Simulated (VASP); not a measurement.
# Cu (Fm-3m) in VASP: notebook

Aim: see how the results for Cu move with the level of theory and the settings. Levels: PBE, LDA. Tasks: single point.

All numbers are computed with VASP 6.6.1; they aren't measurements. Logs are shortened: lines on timing, memory, paths and dates and some standing lists are left out, and cuts for length are marked.

## 1. The cell of the first run

Symmetry: Fm-3m, No. 225, cubic system. The conventional cell has a = 3.578 Å, b = 3.578 Å, c = 3.578 Å, α = 90.00°, β = 90.00°, γ = 90.00°. Cu (site symmetry m-3m) has 12 Cu at 2.53 Å within 3.3 Å.

## 2. Single point, PBE (volume scaled by 0.97)

Contents of INCAR:

```
SYSTEM = Cu
PREC     = Accurate       ! precision mode
ENCUT    = 520            ! plane-wave cutoff, eV
EDIFF    = 1E-7           ! SCF threshold, eV
ISMEAR   = -1             ! smearing method
SIGMA    = 0.08           ! smearing width, eV
LREAL    = .FALSE.        ! projectors in reciprocal space
LASPH    = .TRUE.         ! aspherical terms in the spheres
NELM     = 100            ! most SCF steps
ALGO     = Normal         ! electronic algorithm
ISIF     = 2              ! what is computed and relaxed
LWAVE    = .FALSE.        ! write WAVECAR
LCHARG   = .FALSE.        ! write CHGCAR
GGA      = PE             ! functional
NBANDS   = 12             ! bands
```

Contents of KPOINTS:

```
regular mesh
0
G
  19 19 19
  0 0 0
```

Contents of POSCAR:

```
Cu
1.0
    0.0000000000      1.7892411759      1.7892411759
    1.7892411759      0.0000000000      1.7892411759
    1.7892411759      1.7892411759      0.0000000000
Cu
1
Direct
    0.0000000000      0.0000000000      0.0000000000
```

Potentials or basis: VASP PAW PBE potentials, release 64 (Cu).

The run is started by

```sh
$ cat potpaw_PBE.64/Cu/POTCAR > POTCAR
$ mpirun -np 1 vasp_std > vasp.out
```

OUTCAR:

```text
SYSTEM = Cu
   PREC = Accurate
   ENCUT = 520
   EDIFF = 1E-7
   ISMEAR = -1
   LREAL = .FALSE.
   LASPH = .TRUE.
   NELM = 100
   ISIF = 2
   GGA = PE

 ion  position               nearest neighbor table
   1  0.000  0.000  0.000-

  LATTYP: Found a face centered cubic cell.
 ALAT       =     3.5784823518

  Lattice vectors:

 A1 = (   0.0000000000,   1.7892411759,   1.7892411759)
 A2 = (   1.7892411759,   0.0000000000,   1.7892411759)
 A3 = (   1.7892411759,   1.7892411759,   0.0000000000)

Analysis of symmetry for initial positions (statically):
=====================================================================
 Subroutine PRICEL returns:
 Original cell was already a primitive cell.

 Routine SETGRP: Setting up the symmetry group for a
 face centered cubic supercell.

 Subroutine GETGRP returns: Found 48 space group operations
 (whereof 48 operations were pure point group operations)
 out of a pool of 48 trial point group operations.

The static configuration has the point symmetry O_h .

Analysis of symmetry for dynamics (positions and initial velocities):
=====================================================================
 Subroutine PRICEL returns:
 Original cell was already a primitive cell.

 Routine SETGRP: Setting up the symmetry group for a
 face centered cubic supercell.

 Subroutine GETGRP returns: Found 48 space group operations
 (whereof 48 operations were pure point group operations)
 out of a pool of 48 trial point group operations.

The dynamic configuration has the point symmetry O_h .

 Subroutine INISYM returns: Found 48 space group operations
 (whereof 48 operations are pure point group operations),
 and found     1 'primitive' translations

----------------------------------------------------------------------------------------

                                     Primitive cell

  volume of cell :      11.4561

  direct lattice vectors                    reciprocal lattice vectors
     0.000000000  1.789241176  1.789241176    -0.279448074  0.279448074  0.279448074
     1.789241176  0.000000000  1.789241176     0.279448074 -0.279448074  0.279448074
     1.789241176  1.789241176  0.000000000     0.279448074  0.279448074 -0.279448074

  length of vectors
     2.530369137  2.530369137  2.530369137     0.484018262  0.484018262  0.484018262

  position of ions in fractional coordinates (direct lattice)
     0.000000000  0.000000000  0.000000000

  ion indices of the primitive-cell ions
   primitive index   ion index
                 1           1
[... 73 lines left out ...]
   LREAL  =      F    real-space projection
   EDIFFG = 0.1E-05   stopping-criterion for IOM
   NSW    =      0    number of steps for IOM
   IBRION =     -1    ionic relax: 0-MD 1-quasi-New 2-CG
   NFREE  =      0    steps in history (QN), initial steepest desc. (CG)
   ISIF   =      2    stress and relaxation
   ISYM   =      2    0-nonsym 1-usesym 2-fastsym
   POTIM  = 0.5000    time-step for ionic-motion
   TEBEG  =    0.0;   TEEND  =   0.0 temperature during run
   PSTRESS=    0.0 pullay stress
   NELECT =      11.0000    total number of electrons
   NUPDOWN=      -1.0000    fix difference up-down
   EMIN   =  10.00;   EMAX   =-10.00  energy-range for DOS
   EFERMI =   0.00;   METHOD = LEGACY
   ISMEAR =    -1;   SIGMA  =   0.08  broadening in eV -4-tet -1-fermi 0-gaus
   EFERMI_NEDOS =   21; number of points for ismear=-14 and -15
   IALGO  =     38    algorithm
   IMIX   =      4    mixing-type and parameters
     AMIX     =   0.40;   BMIX     =  1.00
     AMIX_MAG =   1.60;   BMIX_MAG =  1.00
  volume/ion in A,a.u.               =      11.46        77.31
  Fermi-wavevector in a.u.,A,eV,Ry     =   1.615078  3.052055 35.490485  2.608477
  Thomas-Fermi vector in A             =   2.709884
   LORBIT       =      0    0 simple, 1 ext, 2 COOP (PROOUT), +10 PAW based schemes
   GGA     = PE    functional components
   LHFCALC =     F    Hartree Fock is set to
   AEXX    =    0.0000 exact exchange contribution
   IVDW    =     0    specifies the selected vdW correction
   LEPSILON=     F    determine dielectric tensor
   LRPA    =     F    only Hartree local field effects (RPA)
 non-spin polarized calculation
  energy-cutoff  :      520.00
  volume of cell :       11.46
 maximum number of plane-waves:       331
   NGX =  9   NGY =  9   NGZ =  9

 number of electron      11.0000012 magnetization

 Free energy of the ion-electron system (eV)
  ---------------------------------------------------
  ext. energy  EPLUGINS =         0.00000000
  ---------------------------------------------------
  free energy    TOTEN  =        -3.71791966 eV

  energy without entropy =       -3.71083472  energy(sigma->0) =       -3.71437719

 E-fermi :   8.0191     XC(G=0): -12.9044

 val. band max:        8.0039282531   @ k =  -0.3684   0.1579   0.0000
 cond. band min:       8.0199551088   @ k =  -0.3684   0.1579   0.0526
 fundamental gap:      0.0160268557
 Fermi energy:         8.0190664314

 k-point     1 :       0.0000    0.0000    0.0000
  band No.  band energies     occupation
      1      -1.6169      2.00000
      2       4.8411      2.00000
      3       4.8411      2.00000
      4       4.8411      2.00000
      5       5.7025      2.00000
      6       5.7025      2.00000
      7      30.8068      0.00000
      8      33.6892      0.00000
      9      33.6892      0.00000
     10      33.6892      0.00000
     11      36.2082      0.00000
     12      36.2082      0.00000
[... 331 lines left out ...]
 k-point    24 :      -0.2632    0.0526    0.0000
  band No.  band energies     occupation
      1       1.1071      2.00000
      2       4.5580      2.00000
      3       4.9706      2.00000
      4       5.0110      2.00000
      5       5.7597      2.00000
      6       6.0160      2.00000
      7      19.2578      0.00000
      8      28.2089      0.00000
      9      31.4600      0.00000
     10      32.7659      0.00000
     11      34.9199      0.00000
     12      36.3124      0.00000

 [... further k-points ...]
[... 5 lines left out ...]
  --------------------------------------------------------------------------------------
  -------------------------------------------------------------------------------------
  Total        0.5117210      0.5117210      0.5117210      0.0000000     -0.0000000      0.0000000
  in kB       71.5660725     71.5660725     71.5660725      0.0000000     -0.0000000      0.0000000
  external PRESSURE =      71.5660725 kB  Pullay stress =       0.0000000 kB

 VOLUME and BASIS-vectors are now :
 -----------------------------------------------------------------------------
  energy-cutoff  :      520.00
  volume of cell :       11.46
      direct lattice vectors                 reciprocal lattice vectors
     0.000000000  1.789241176  1.789241176    -0.279448074  0.279448074  0.279448074
     1.789241176  0.000000000  1.789241176     0.279448074 -0.279448074  0.279448074
     1.789241176  1.789241176  0.000000000     0.279448074  0.279448074 -0.279448074

 POSITION                                       TOTAL-FORCE (eV/Angst)
 -----------------------------------------------------------------------------------
      0.00000      0.00000      0.00000         0.000000     -0.000000      0.000000
 -----------------------------------------------------------------------------------
    total drift:                                0.000000      0.000000      0.000000

  FREE ENERGIE OF THE ION-ELECTRON SYSTEM (eV)
  ---------------------------------------------------
  free  energy   TOTEN  =        -3.7179196643 eV

  energy  without entropy=       -3.7108347150  energy(sigma->0) =       -3.71437719
```

Run time: 12 s. Hardware: 1 thread of Intel Xeon 6975P-C (Granite Rapids), shared host; peak memory 0.14 GiB.

What came out:

```yaml
Free_energy: -3.7179 eV
Pressure: 7.2 GPa
```

Levels at points of the mesh, in eV from the Fermi level:
```
           k point  band 4  band 5  band 6  band 7  band 8  band 9
(0.00, 0.00, 0.00)   -3.18   -2.32   -2.32   22.79   25.67   25.67
```

Caveat: the cell differs from its parent crystal (volume scaled by 0.97).

## 3. Single point, LDA

This run uses another cell than the first one, of 11.81 Å³/atom, 1.031 times its volume.

Contents of INCAR:

```
PREC = Accurate ; ENCUT = 520
EDIFF = 1E-6 ; ISMEAR = -1
SIGMA = 0.08 ; LREAL = F
LASPH = T ; NELM = 80
ALGO = Normal ; ISIF = 2
LWAVE = F ; LCHARG = F
GGA = CA ; NBANDS = 12
```

Contents of KPOINTS:

```
Automatic mesh
0
Gamma
  19 19 19
```

Contents of POSCAR:

```
Cu
1.0
    0.0000000000      1.8075000000      1.8075000000
    1.8075000000      0.0000000000      1.8075000000
    1.8075000000      1.8075000000      0.0000000000
Cu
1
Direct
    0.0000000000      0.0000000000      0.0000000000
```

Potentials or basis: VASP PAW LDA potentials, release 64 (Cu).

The run is started by

```sh
$ cat potpaw_LDA.64/Cu/POTCAR > POTCAR
$ mpirun -np 1 vasp_std > vasp.out
```

OUTCAR:

```text
PREC = Accurate
   ENCUT = 520
   EDIFF = 1E-6
   ISMEAR = -1
   LREAL = F
   LASPH = T
   NELM = 80
   ISIF = 2
   GGA = CA

 ion  position               nearest neighbor table
   1  0.000  0.000  0.000-

  LATTYP: Found a face centered cubic cell.
 ALAT       =     3.6150000000

  Lattice vectors:

 A1 = (   0.0000000000,   1.8075000000,   1.8075000000)
 A2 = (   1.8075000000,   0.0000000000,   1.8075000000)
 A3 = (   1.8075000000,   1.8075000000,   0.0000000000)

Analysis of symmetry for initial positions (statically):
[... 527 lines left out ...]
      4       4.4280      2.00000
      5       5.1497      2.00000
      6       5.3965      2.00000
      7      18.3711      0.00000
      8      27.1848      0.00000
      9      30.5179      0.00000
     10      31.4760      0.00000
     11      33.7994      0.00000
     12      35.1681      0.00000

 [... further k-points ...]
[... 5 lines left out ...]
  --------------------------------------------------------------------------------------
  -------------------------------------------------------------------------------------
  Total       -0.8682645     -0.8682645     -0.8682645      0.0000000     -0.0000000      0.0000000
  in kB     -117.7870920   -117.7870920   -117.7870920      0.0000000     -0.0000000      0.0000000
  external PRESSURE =    -117.7870920 kB  Pullay stress =       0.0000000 kB

 VOLUME and BASIS-vectors are now :
 -----------------------------------------------------------------------------
  energy-cutoff  :      520.00
  volume of cell :       11.81
      direct lattice vectors                 reciprocal lattice vectors
     0.000000000  1.807500000  1.807500000    -0.276625173  0.276625173  0.276625173
     1.807500000  0.000000000  1.807500000     0.276625173 -0.276625173  0.276625173
     1.807500000  1.807500000  0.000000000     0.276625173  0.276625173 -0.276625173

 POSITION                                       TOTAL-FORCE (eV/Angst)
 -----------------------------------------------------------------------------------
      0.00000      0.00000      0.00000         0.000000     -0.000000      0.000000
 -----------------------------------------------------------------------------------
    total drift:                                0.000000      0.000000      0.000000

  FREE ENERGIE OF THE ION-ELECTRON SYSTEM (eV)
  ---------------------------------------------------
  free  energy   TOTEN  =        -4.6754975899 eV

  energy  without entropy=       -4.6681435399  energy(sigma->0) =       -4.67182056
```

Wall time 14 s (1 thread of Intel Xeon 6975P-C (Granite Rapids), shared host); peak memory 0.13 GiB.

What came out:

```
Free energy : -4.6755 eV
Pressure    : -11.8 GPa
```

[end of part 1 of 2]
